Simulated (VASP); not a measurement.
Runs of VASP 6.6.1 on Zn. The structure is that of space group P6_3/mmc (No. 194), or close to it. The cells are those of the table. 

```tsv
task	level	cell	cutoff (eV)	gap on the mesh (eV)	pressure (GPa)	relaxed volume (Å³/atom)
relaxation of cell and atoms	PBE	relaxed from a = 2.670, b = 2.670, c = 4.966 Å, angles 90.0, 90.0, 120.0°, 2 atoms	600	none	-0.1	15.16
relaxation of cell and atoms	PBE+D4	relaxed from a = 2.670, b = 2.670, c = 4.966 Å, angles 90.0, 90.0, 120.0°, 2 atoms	600	none	0.1	14.48
relaxation of cell and atoms	r2SCAN+rVV10	relaxed from a = 2.670, b = 2.670, c = 4.966 Å, angles 90.0, 90.0, 120.0°, 2 atoms	600	none	0.2	(b)
single point	PBEsol	a = 2.613, b = 2.613, c = 4.772 Å, angles 90.0, 90.0, 120.0°, 2 atoms	520	none	0.5	-
single point	PBE	a = 2.666, b = 2.666, c = 4.897 Å, angles 90.0, 90.0, 120.0°, 2 atoms	520	none	(a)	-
single point	PBE+D4	a = 2.633, b = 2.633, c = 4.808 Å, angles 90.0, 90.0, 120.0°, 2 atoms	520	none	0.4	-
single point	r2SCAN+rVV10	a = 2.613, b = 2.613, c = 4.759 Å, angles 90.0, 90.0, 120.0°, 2 atoms	520	none	0.7	-
relaxation of cell and atoms	PBEsol	relaxed from a = 2.670, b = 2.670, c = 4.966 Å, angles 90.0, 90.0, 120.0°, 2 atoms	600	none	0.1	(c)
```

Alike in all rows: potentials or basis VASP PAW PBE potentials, release 64 (Zn); no spin polarisation; k mesh 10 × 10 × 4; smearing gaussian 0.1 eV.

Task: Estimate the missing entries.

Result: (a) 0.3; (b) 14.13; (c) 14.16.

Caveats: the PAW data sets were made with another functional, which shifts forces and pressure a little (at least some runs).

A gap of «none» marks levels without a gap at the run's occupations.
